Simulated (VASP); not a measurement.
Here is a VASP 6.6.1 calculation.

The input POSCAR:

```
Ni
1.0
    0.0000000000     -1.7619400000     -1.7619400000
   -3.5238800000     -1.7619400000     -1.7619400000
    0.0000000000      1.7619400000     -1.7619400000
Ni
2
Direct
    0.0000000000      0.0000000000      0.0000000000
    0.0000000000      0.5000000000      0.5000000000
```

The input INCAR.step1:

```
SYSTEM = Ni
ALGO = Normal ; EDIFF = 1E-4
ENCUT = 520 ; GGA = PE
ISMEAR = 0 ; ISYM = 0
LASPH = .TRUE. ; LCHARG = .FALSE.
LREAL = .FALSE. ; LWAVE = .TRUE.
NBANDS = 17 ; NELM = 100
PREC = Accurate ; SIGMA = 0.1
```

Contents of INCAR.step2:

```
SYSTEM = Ni
ALGO = Normal ; EDIFF = 1E-6
ENCUT = 520 ; ISIF = 2
ISMEAR = 0 ; ISTART = 1
ISYM = 0 ; LASPH = .TRUE.
LCHARG = .FALSE. ; LMIXTAU = .TRUE.
LREAL = .FALSE. ; LWAVE = .FALSE.
METAGGA = R2SCAN ; NBANDS = 17
NELM = 100 ; PREC = Accurate
SIGMA = 0.1
```

KPOINTS

```
k-points
0
G
  12 7 10
  0 0 0
```

Potentials or basis: VASP PAW PBE potentials, release 64 (Ni).

The run is started by

```console
$ cat potpaw_PBE.64/Ni/POTCAR > POTCAR
$ cp INCAR.step1 INCAR
$ mpirun -np 1 vasp_std > vasp.out
$ cp INCAR.step2 INCAR
$ mpirun -np 1 vasp_std > vasp.out
```

Problem. What does it give for the band gap on the k mesh?

Solution. Zero (bands 10 and 11 overlap by 0.74 eV).

Problem. Estimate the pressure.

Solution. -9.9 GPa.

Caveat: the cell stands under tension; the PAW data sets were made with another functional, which shifts forces and pressure a little; the run has no spin polarisation, though such a crystal can be magnetic. Spin polarisation is off, so any magnetic state and its effect on volume and gap are missing.
